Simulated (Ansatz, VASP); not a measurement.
## Two plane-wave programs on Be2SbP3

```xyz
6
Lattice="3.9995 0.0000 0.0000 -1.9997 3.4637 0.0000 0.0000 0.0000 8.2923" Properties=species:S:1:pos:R:3 pbc="T T T"
Be    0.0000    2.3091    5.4462
Be    0.0000    2.3091    2.6412
Sb    0.0000    0.0000    5.6624
P     1.9997    1.1546    2.5537
P     1.9997    1.1546    0.3516
P     0.0000    0.0000    8.2219
```

Change from the starting cell: species swapped into the Ce2Ga3Cu type (P3m1, No. 156).

Alike in both runs: functional PBE; k mesh 12 × 12 × 6; occupations gaussian, width 0.1 eV; no spin polarisation.

Ansatz relaxed the structure, and its values are those at the end. VASP's run is a single point on that final structure, the one shown.

|  | VASP | Ansatz |
| --- | --- | --- |
| version | VASP 6.6.1 | Ansatz 0.2.0 |
| potentials or method | VASP PAW PBE potentials, release 64 (Be, Sb, P), cutoff 520 eV | scalar-relativistic, plane waves, PAW |
| valence electrons in the cell | 24 | 34 |

|  | VASP | Ansatz | Ansatz less VASP |
| --- | --- | --- | --- |
| gap on the k mesh at the Fermi level (eV) | none | none | - |
| pressure (GPa) | 0.1 | 0.0 | -0.07 |
| rms of the force components (eV/Å) | 0.016 | 0.002 | -0.0144 |

A gap of «none» marks a metal or a gap that the smearing closes. With one functional, cell and mesh, what is left measures potentials, basis and numerics. VASP's potentials hold 24 valence electrons a cell and Ansatz's 34, so a difference there can come from the potentials and not from the codes.

Spin-orbit coupling is off throughout.
